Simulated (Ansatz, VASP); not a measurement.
## Two plane-wave programs on ZnS

```
Zn S
1.0
     3.80672    0.00000    0.00000
    -1.90336    3.29672    0.00000
     0.00000    0.00000    6.27696
Zn S
2 2
Direct
  0.33333 0.66667 0.00539
  0.66667 0.33333 0.50539
  0.33333 0.66667 0.37961
  0.66667 0.33333 0.87961
```

Change from the starting cell: strain +0.0050 x Voigt [0, 0, 1, 0, 0, 0], atoms carried along.

Alike in both runs: task single point; functional r2SCAN; k mesh 6 × 6 × 4; occupations gaussian, width 0.05 eV; no spin polarisation.

|  | VASP | Ansatz |
| --- | --- | --- |
| version | VASP 6.6.1 | Ansatz 0.2.0 |
| potentials or method | VASP PAW PBE potentials, release 64 (Zn, S), cutoff 520 eV | scalar-relativistic, plane waves, PAW |
| valence electrons in the cell | 36 | 36 |

|  | VASP | Ansatz | Ansatz less VASP |
| --- | --- | --- | --- |
| gap on the k mesh at the Fermi level (eV) | 2.75 | 2.74 | -0.009 |
| least direct gap on the mesh (eV) | 2.75 | 2.74 | -0.009 |
| pressure (GPa) | -0.4 | -0.4 | -0.05 |
| traceless stress, the component that is largest in VASP (GPa) | -0.51 | -0.49 | +0.020 |
| rms of the force components (eV/Å) | 0.021 | 0.017 | -0.0041 |

VASP's potentials were made for PBE, not for r2SCAN. Atom by atom the forces differ by 0.004 eV/Å (rms over components). With one functional, cell and mesh, what is left measures potentials, basis and numerics.
